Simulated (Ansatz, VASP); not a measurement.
CdTe: VASP beside Ansatz

File POSCAR:

```
CdTe
1.0
    0.0000000000      3.1834892848      3.1834892848
    3.1834892848      0.0000000000      3.1834892848
    3.1834892848      3.1834892848      0.0000000000
Te Cd
1 1
Direct
    0.7500000000      0.7500000000      0.7500000000
    0.0000000000      0.0000000000      0.0000000000
```

File INCAR.step1:

```
SYSTEM = CdTe
PREC = Accurate
ENCUT = 520
EDIFF = 1E-5
ISMEAR = -1
SIGMA = 0.05
LREAL = .FALSE.
LASPH = .TRUE.
NELM = 60
ALGO = Normal
ISIF = 2
LWAVE = .TRUE.
NBANDS = 16
GGA = PE
```

File INCAR.step2:

```
SYSTEM = CdTe
PREC = Accurate
ENCUT = 520
EDIFF = 1E-6
ISMEAR = -1
SIGMA = 0.05
LREAL = .FALSE.
LASPH = .TRUE.
NELM = 60
ALGO = Normal
ISIF = 2
LWAVE = .FALSE.
LCHARG = .TRUE.
METAGGA = R2SCAN
LHFCALC = .TRUE.
AEXX = 0.5
LMIXTAU = .TRUE.
PRECFOCK = Normal
LELF = .TRUE.
LVHAR = .TRUE.
NBANDS = 16
ISTART = 1
```

File KPOINTS:

```
Automatic mesh
0
G
  4 4 4
  0 0 0
```

The input input.yaml:

```yaml
crystal:
  lattice:
    - [0.0, 3.1834892848, 3.1834892848]
    - [3.1834892848, 0.0, 3.1834892848]
    - [3.1834892848, 3.1834892848, 0.0]
  atoms:
    - { symbol: Te, position: [0.75, 0.75, 0.75] }
    - { symbol: Cd, position: [0.0, 0.0, 0.0] }
hamiltonian:
  xc: r2scan50
  pseudopotentials: { kind: paw }
kpoints:
  mp_grid: { grid: [4, 4, 4] }
scf:
  occupations: { method: fermi_dirac, width: 0.05 }
output:
  forces: true
  stress: true
  eigenvalues: true
  write_density: true
  write_potential: true
  elf: true
  volumetric_format: npy
```

Alike in both runs: task single point; functional r2SCAN50; k mesh 4 × 4 × 4; occupations fermi-dirac, width 0.05 eV; no spin polarisation.

|  | VASP | Ansatz |
| --- | --- | --- |
| version | VASP 6.6.1 | Ansatz 0.2.0 |
| potentials or method | VASP PAW PBE potentials, release 64 (Te, Cd) | Ansatz PAW |
| plane-wave cutoff (eV) | 520 | 500 |
| valence electrons in the cell | 18 | 36 |

```tsv
	VASP	Ansatz	Ansatz less VASP
gap on the k mesh at the Fermi level (eV)	4.04	4.18	+0.136
least direct gap on the mesh (eV)	4.04	4.18	+0.136
pressure (GPa)	3.1	3.6	+0.47
```

VASP's potentials were made for PBE, not for r2SCAN50. VASP's potentials hold 18 valence electrons a cell and Ansatz's 36, so a difference there can come from the potentials and not from the codes.

The k mesh is coarse, so the values compare programs but aren't converged. Neither program's run includes spin-orbit coupling.
